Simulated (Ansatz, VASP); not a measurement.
# TaN in VASP and in Ansatz

The input INCAR:

```
SYSTEM = TaN
  ALGO = Normal
  EDIFF = 1E-6
  ENCUT = 520
  GGA = PE
  ISIF = 2
  ISMEAR = 0
  ISPIN = 2
  LASPH = .TRUE.
  LCHARG = .FALSE.
  LMAXMIX = 4
  LORBIT = 11
  LREAL = .FALSE.
  LWAVE = .FALSE.
  MAGMOM = 0 0 0 0 0 0
  NBANDS = 37
  NELM = 150
  PREC = Accurate
  SIGMA = 0.05
```

Contents of KPOINTS:

```
k-points
0
G
  4 4 7
  0 0 0
```

File POSCAR:

```
TaN
1.0
    5.1850002000      0.0000000000      0.0000000000
   -2.5925001000      4.4903418900      0.0000000000
    0.0000000000      0.0000000000      2.9080005300
Ta N
3 3
Direct
    0.0000000000      0.0000000000      0.0000000000
    0.3333333333      0.6666666667      0.5000000000
    0.6666666667      0.3333333333      0.5000000000
    0.5000000000      0.0000000000      0.0000000000
    0.5000000000      0.5000000000      0.0000000000
    0.0000000000      0.5000000000      0.0000000000
```

Input for Ansatz:

```yaml
crystal:
  lattice:
    - [5.1850002, 0.0, 0.0]
    - [-2.5925001, 4.49034189, 0.0]
    - [0.0, 0.0, 2.90800053]
  atoms:
    - { symbol: Ta, position: [0.0, 0.0, 0.0], spin: 2.0 }
    - { symbol: Ta, position: [0.3333333333, 0.6666666667, 0.5], spin: 2.0 }
    - { symbol: Ta, position: [0.6666666667, 0.3333333333, 0.5], spin: 2.0 }
    - { symbol: "N", position: [0.5, 0.0, 0.0] }
    - { symbol: "N", position: [0.5, 0.5, 0.0] }
    - { symbol: "N", position: [0.0, 0.5, 0.0] }
basis:
  ecutwfc: 420
  ecutrho_ratio: 4
kpoints:
  mp_grid: { grid: [4, 4, 7] }
hamiltonian:
  xc: pbe
  hubbard:
    sites:
      - { site: 0, l: d, u_eff: 0.0, starting_ns: [{ spin: up, occupation_matrix: s0up }, { spin: down, occupation_matrix: s0down }] }
      - { site: 1, l: d, u_eff: 0.0, starting_ns: [{ spin: up, occupation_matrix: s1up }, { spin: down, occupation_matrix: s1down }] }
      - { site: 2, l: d, u_eff: 0.0, starting_ns: [{ spin: up, occupation_matrix: s2up }, { spin: down, occupation_matrix: s2down }] }
    occupation_matrices:
      s0up:
        matrix:
          - [0.97, 0.0, 0.0, 0.0, 0.0]
          - [0.0, 0.02, 0.0, 0.0, 0.0]
          - [0.0, 0.0, 0.97, 0.0, 0.0]
          - [0.0, 0.0, 0.0, 0.02, 0.0]
          - [0.0, 0.0, 0.0, 0.0, 0.02]
      s0down:
        matrix:
          - [0.02, 0.0, 0.0, 0.0, 0.0]
          - [0.0, 0.02, 0.0, 0.0, 0.0]
          - [0.0, 0.0, 0.02, 0.0, 0.0]
          - [0.0, 0.0, 0.0, 0.02, 0.0]
          - [0.0, 0.0, 0.0, 0.0, 0.02]
      s1up:
        matrix:
          - [0.97, 0.0, 0.0, 0.0, 0.0]
          - [0.0, 0.02, 0.0, 0.0, 0.0]
          - [0.0, 0.0, 0.02, 0.0, 0.0]
          - [0.0, 0.0, 0.0, 0.02, 0.0]
          - [0.0, 0.0, 0.0, 0.0, 0.97]
      s1down:
        matrix:
          - [0.02, 0.0, 0.0, 0.0, 0.0]
          - [0.0, 0.02, 0.0, 0.0, 0.0]
          - [0.0, 0.0, 0.02, 0.0, 0.0]
          - [0.0, 0.0, 0.0, 0.02, 0.0]
          - [0.0, 0.0, 0.0, 0.0, 0.02]
      s2up:
        matrix:
          - [0.97, 0.0, 0.0, 0.0, 0.0]
          - [0.0, 0.02, 0.0, 0.0, 0.0]
          - [0.0, 0.0, 0.02, 0.0, 0.0]
          - [0.0, 0.0, 0.0, 0.02, 0.0]
          - [0.0, 0.0, 0.0, 0.0, 0.97]
      s2down:
        matrix:
          - [0.02, 0.0, 0.0, 0.0, 0.0]
          - [0.0, 0.02, 0.0, 0.0, 0.0]
          - [0.0, 0.0, 0.02, 0.0, 0.0]
          - [0.0, 0.0, 0.0, 0.02, 0.0]
          - [0.0, 0.0, 0.0, 0.0, 0.02]
    ns_hold: { iters: 10 }
scf:
  occupations: { method: gaussian, width: 0.05 }
  lower_state_search: "off"
  max_iter: 150
output:
  forces: true
  stress: true
  eigenvalues: true
  populations: true
  hubbard: { sites: [{ site: 0, l: d }, { site: 1, l: d }, { site: 2, l: d }] }
  write_density: true
  write_potential: true
  elf: true
  volumetric_format: npy
magnetization:
  spin_polarized: true
```

Alike in both runs: task single point; functional PBE; k mesh 4 × 4 × 7; occupations gaussian, width 0.05 eV; collinear spin.

|  | VASP | Ansatz |
| --- | --- | --- |
| version | VASP 6.6.1 | Ansatz 0.2.0 |
| potentials or method | VASP PAW PBE potentials, release 64 (Ta_pv, N), cutoff 520 eV | scalar-relativistic, plane waves, PAW |
| valence electrons in the cell | 48 | 54 |

|  | VASP | Ansatz | Ansatz less VASP |
| --- | --- | --- | --- |
| gap on the k mesh at the Fermi level (eV) | none | none | - |
| pressure (GPa) | 11.3 | 10.4 | -0.83 |
| traceless stress, the component that is largest in VASP (GPa) | -0.78 | -0.96 | -0.181 |
| net moment per atom (μB) | 0.00 | 0.00 | 0.000 |

A gap of «none» marks a metal or a gap that the smearing closes. The functional is the same, so the differences come from potentials, cutoffs and numerics. VASP's potentials hold 48 valence electrons a cell and Ansatz's 54, so a difference there can come from the potentials and not from the codes. Ansatz's warnings: seeded moment not kept, specified occupation not kept, symmetry narrowed by occupation matrices.

Neither program's run includes spin-orbit coupling.
